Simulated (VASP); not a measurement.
NaF, 2 atoms in the cell. It takes space group I4/mmm (No. 139, tetragonal). Conventional cell: a = 3.450 Å, b = 3.450 Å, c = 4.530 Å, α = 90.00°, β = 90.00°, γ = 90.00°. Within 3.0 Å of Na (site symmetry 4/mmm) lie 6 F at 2.27 to 2.44 Å. Within 3.0 Å of F (site symmetry 4/mmm) lie 6 Na at 2.27 to 2.44 Å.  This cell differs from its parent crystal: strain +0.050 along x and y, -0.025 along z.

```yaml
Program: VASP 6.6.1
Task: single point
Functional: LDA
Potentials_or_basis: VASP PAW LDA potentials, release 64 (Na_pv, F)
Cutoff: 520 eV
k_mesh: 8 × 8 × 8
Occupations: gaussian, width 0.05 eV
Spin: no spin polarisation
Dipole_correction: no
Further_INCAR_settings: ALGO = Normal; EDIFF = 1e-06; NBANDS = 14
```

Potentials or basis: VASP PAW LDA potentials, release 64 (Na_pv, F).

Command:

```sh
$ cat potpaw_LDA.64/Na_pv/POTCAR potpaw_LDA.64/F/POTCAR > POTCAR
$ mpirun -np 1 vasp_std > vasp.out
```

Hardware: 1 thread of Intel Xeon 8259CL, on a shared host.

Problem. Estimate the wall time of this run.

Solution. Wall time 27 s on 1 thread of Intel Xeon 8259CL, with other jobs on the host, peak memory 0.14 GiB. Counts: scf iterations 12, k points 59.
